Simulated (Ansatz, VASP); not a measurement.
**One calculation of GaAs, two programs**

INCAR

```
SYSTEM = GaAs
  PREC = Accurate
  ENCUT = 520
  EDIFF = 1E-7
  ISMEAR = 0
  SIGMA = 0.1
  LREAL = .FALSE.
  LASPH = .TRUE.
  NELM = 60
  ALGO = Normal
  ISIF = 2
  LWAVE = .FALSE.
  LCHARG = .TRUE.
  GGA = PE
  LELF = .TRUE.
  LVHAR = .TRUE.
  NBANDS = 16
```

File KPOINTS:

```
regular mesh
0
G
  6 6 6
  0 0 0
```

POSCAR

```
GaAs
1.0
    4.3007085000      0.0000000000      0.0000000000
   -2.1503542500      3.7245228100      0.0000000000
    0.0000000000      0.0000000000      2.9408139400
Ga As
1 1
Direct
    0.0000000000      0.0000000000      0.8769546000
    0.0000000000      0.0000000000      0.3836484700
```

Input for Ansatz:

```yaml
crystal:
  lattice:
    - [4.3007085, 0.0, 0.0]
    - [-2.15035425, 3.72452281, 0.0]
    - [0.0, 0.0, 2.94081394]
  atoms:
    - { symbol: Ga, position: [0.0, 0.0, 0.8769546] }
    - { symbol: As, position: [0.0, 0.0, 0.38364847] }
basis:
  ecutwfc: 420
kpoints:
  mp_grid: { grid: [6, 6, 6] }
hamiltonian:
  xc: pbe
scf:
  occupations: { method: gaussian, width: 0.1 }
  lower_state_search: "off"
output:
  forces: true
  stress: true
  eigenvalues: true
```

Alike in both runs: task single point; functional PBE; k mesh 6 × 6 × 6; occupations gaussian, width 0.1 eV; no spin polarisation.

|  | VASP | Ansatz |
| --- | --- | --- |
| version | VASP 6.6.1 | Ansatz 0.2.0 |
| potentials or method | VASP PAW PBE potentials, release 64 (Ga_d, As), cutoff 520 eV | scalar-relativistic, plane waves, PAW |
| valence electrons in the cell | 18 | 28 |

```tsv
	VASP	Ansatz	Ansatz less VASP
gap on the k mesh at the Fermi level (eV)	none	none	-
rms of the force components (eV/Å)	4.400	5.607	+1.2062
```

Atom by atom the forces differ by 1.206 eV/Å (rms over components). A gap of «none» marks a metal or a gap that the smearing closes. VASP's potentials hold 18 valence electrons a cell and Ansatz's 28, so a difference there can come from the potentials and not from the codes.
